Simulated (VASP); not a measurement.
Crystal: SbH.

```
Sb H
1.0
     0.00000    1.87682    1.87682
     1.87682    0.00000    1.87682
     1.87682    1.87682    0.00000
Sb H
1 1
Cartesian
  0.0000 0.0000 0.0000
  1.8768 1.8768 1.8768
```

| Property | Result |
| --- | --- |
| Program | VASP 6.6.1 |
| Task | relaxation of cell and atoms |
| Functional | PBE |
| Potentials or basis | VASP PAW PBE potentials, release 64 (Sb_d_GW, H) |
| Cutoff | 500 eV |
| k mesh | 10 × 10 × 10 |
| Occupations | gaussian, width 0.1 eV |
| Spin | no spin polarisation |

At the start: pressure 309.0 GPa; volume 6.61 Å³/atom.

**Question.** Where does the relaxation end?

**Answer.** Over 6 steps the energy falls by 3794.1 meV/atom and the volume is 14.70 Å³/atom (+122.4 %); space group Fm-3m (No. 225, to 0.1 Å) before and after.

Step by step:
| step | energy change (eV) | largest force (eV/Å) | pressure (GPa) | volume (Å³) |
| --- | --- | --- | --- | --- |
| 1 | 0.0000 | 0.0000 | 309.03 | 13.22 |
| 2 | -2.6441 | 0.0000 | -108.38 | 55.71 |
| 3 | -7.5096 | 0.0000 | -6.24 | 32.93 |
| 4 | -7.5511 | 0.0000 | -4.57 | 31.70 |
| 5 | -7.5878 | 0.0000 | 0.60 | 29.00 |
| 6 | -7.5881 | 0.0000 | -0.31 | 29.40 |

Final structure:
```
CELL_PARAMETERS angstrom
0.00000 2.44976 2.44976
2.44976 0.00000 2.44976
2.44976 2.44976 0.00000
ATOMIC_POSITIONS crystal
Sb 0.00000 0.00000 0.00000
H 0.50000 0.50000 0.50000
```

Caveat: the volume moved by over 15 % at a fixed basis, so the end points are rough.
